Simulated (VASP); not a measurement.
Runs of VASP 6.6.1 on W. The structure is that of space group Im-3m (No. 229), or close to it. The cells are those of the table. 

```tsv
task	cell	gap on the mesh (eV)	pressure (GPa)
relaxation of cell and atoms	relaxed to 10 GPa from a = 2.741 Å, angles 109.5°, 1 atom	none	9.9
single point	a = 2.742 Å, angles 109.5°, 1 atom	none	(a)
single point	a = 2.756 Å, angles 109.5°, 1 atom	none	0.5
single point	a = 2.704 Å, angles 109.5°, 1 atom	none	20.7
relaxation of cell and atoms	relaxed to 5 GPa from a = 2.741 Å, angles 109.5°, 1 atom	none	5.0
```

Alike in all rows: level PBE; potentials or basis VASP PAW PBE potentials, release 64 (W_sv); no spin polarisation; k mesh 13 × 13 × 13; cutoff (eV) 500; smearing fermi-dirac 0.05 eV.

Q: Estimate the missing entries.

A: (a) 5.5.

Caveats: spin-orbit coupling is left out, which moves the levels of the heavy elements; the cell is relaxed towards a set pressure, so the run minimises the enthalpy, not the energy (at least some runs); the cell stands under pressure (at least some runs).

A k mesh can miss the band edges, and the runs leave out spin-orbit coupling on W.

A gap of «none» marks levels without a gap at the run's occupations.
